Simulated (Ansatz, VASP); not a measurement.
**TiTl4W2 in VASP and in Ansatz**

```
CELL_PARAMETERS angstrom
-3.58245 3.58245 2.92158
3.58245 -3.58245 2.92158
3.58245 3.58245 -2.92158
ATOMIC_POSITIONS crystal
Ti 0.00000 0.00000 0.00000
Tl 0.28609 0.28609 0.57218
Tl 0.71391 0.28609 0.00000
Tl 0.28609 0.71391 0.00000
Tl 0.71391 0.71391 0.42782
W 0.25000 0.75000 0.50000
W 0.75000 0.25000 0.50000
```

Change from the starting cell: species swapped into the YbAl4Mo2 type (I4/mmm, No. 139).

Alike in both runs: functional PBE; k mesh 4 × 4 × 4; occupations gaussian, width 0.1 eV; no spin polarisation.

Ansatz relaxed the structure, and its values are those at the end. VASP's run is a single point on that final structure, the one shown.

```csv
,VASP,Ansatz
version,VASP 6.6.1,Ansatz 0.2.0
potentials or method,"VASP PAW PBE potentials, release 64 (Ti_sv, Tl_d, W_sv), cutoff 520 eV","scalar-relativistic, plane waves, PAW"
valence electrons in the cell,92,92
```

|  | VASP | Ansatz | Ansatz less VASP |
| --- | --- | --- | --- |
| gap on the k mesh at the Fermi level (eV) | none | none | - |
| pressure (GPa) | 0.0 | 0.0 | -0.03 |

A gap of «none» marks a metal or a gap that the smearing closes.

Neither program's run includes spin-orbit coupling.
